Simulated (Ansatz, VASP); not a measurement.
# Two plane-wave programs on Zn

```
Zn
1.0
     2.60644    0.00000    0.00000
    -1.30322    2.25725    0.00000
     0.00000    0.00000    4.91718
Zn
2
Cartesian
  0.0000 1.5048 1.2293
  1.3032 0.7524 3.6879
```

Alike in both runs: functional r2SCAN; k mesh 24 × 24 × 12; occupations fermi-dirac, width 0.15 eV; no spin polarisation.

Ansatz relaxed the structure, and its values are those at the end. VASP's run is a single point on that final structure, the one shown.

|  | VASP | Ansatz |
| --- | --- | --- |
| version | VASP 6.6.1 | Ansatz 0.2.0 |
| potentials or method | VASP PAW PBE potentials, release 64 (Zn), cutoff 520 eV | scalar-relativistic, plane waves, PAW |
| valence electrons in the cell | 24 | 24 |

VASP gave:

```
gap on the k mesh at the Fermi level (eV) : none
pressure (GPa)                            : 0.5
```

Estimate Ansatz's values.

gap on the k mesh at the Fermi level (eV): none; pressure (GPa): 0.0.

VASP's potentials were made for PBE, not for r2SCAN. A gap of «none» marks a metal or a gap that the smearing closes. With one functional, cell and mesh, what is left measures potentials, basis and numerics.
